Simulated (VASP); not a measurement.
**GeW: electric field gradients with PBE**

The system is GeW.

```
Ge W
1.0
     0.00000    2.57761    2.57761
     2.57761    0.00000    2.57761
     2.57761    2.57761    0.00000
Ge W
1 1
Direct
  0.50000 0.50000 0.50000
  0.00000 0.00000 0.00000
```

```
Program                : VASP 6.6.1
Task                   : electric field gradients
Functional             : PBE
Potentials or basis    : VASP PAW PBE potentials, release 64 (Ge_d, W_sv)
Cutoff                 : 410 eV
k mesh                 : 9 × 9 × 9
Occupations            : fermi-dirac, width 0.05 eV
Spin                   : no spin polarisation
Dipole correction      : no
Further INCAR settings : ALGO = Normal; EDIFF = 1e-08; NBANDS = 21
```

```
Pressure               : 0.2 GPa
Band gap on the k mesh : zero (band 14 reaches 9.60 eV, above the bottom of band 15 at 7.89 eV)
```

Levels at points of the mesh, in eV from the Fermi level:
```
           k point  band 12  band 13  band 14  band 15  band 16  band 17
(0.00, 0.00, 0.00)    -1.61    -1.61    -0.87    -0.87     2.42     2.42
```

It took 13 s on 1 thread of Intel Xeon 6975P-C, on a shared host, peak memory 0.15 GiB.

Caveat: without QUAD_EFG the Cq values of the log hold for a quadrupole moment of 1 mb, not for the nuclei; spin-orbit coupling is left out, which moves the levels of the heavy elements.
